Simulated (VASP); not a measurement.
The system is Sb.

```
Sb
1.0
    -1.83314    1.83314    1.83314
     1.83314   -1.83314    1.83314
     1.83314    1.83314   -1.83314
Sb
1
Direct
  0.00000 0.00000 0.00000
```

This cell differs from its parent crystal: volume scaled by 0.94.

Base run:

```yaml
Program: VASP 6.6.1
Functional: PBE
Potentials_or_basis: VASP PAW PBE potentials, release 64 (Sb)
Cutoff: 520 eV
k_mesh: 10 × 10 × 10
Occupations: fermi-dirac, width 0.05 eV
Spin: no spin polarisation
```

Its results: pressure 8.1 GPa.

Q: After a change of settings the same cell gave: pressure 7.4 GPa. Which change was it?
A. functional from PBE to PBE0; k mesh from 10 × 10 × 10 to 6 × 6 × 6
B. functional from PBE to r2SCAN
C. functional from PBE to HSE06; k mesh from 10 × 10 × 10 to 6 × 6 × 6
D. functional from PBE to LDA; potentials or basis from VASP PAW PBE potentials, release 64 (Sb) to VASP PAW LDA potentials, release 64 (Sb)

A: B.

Caveats: the PAW data sets were made with another functional, which shifts forces and pressure a little (some runs).
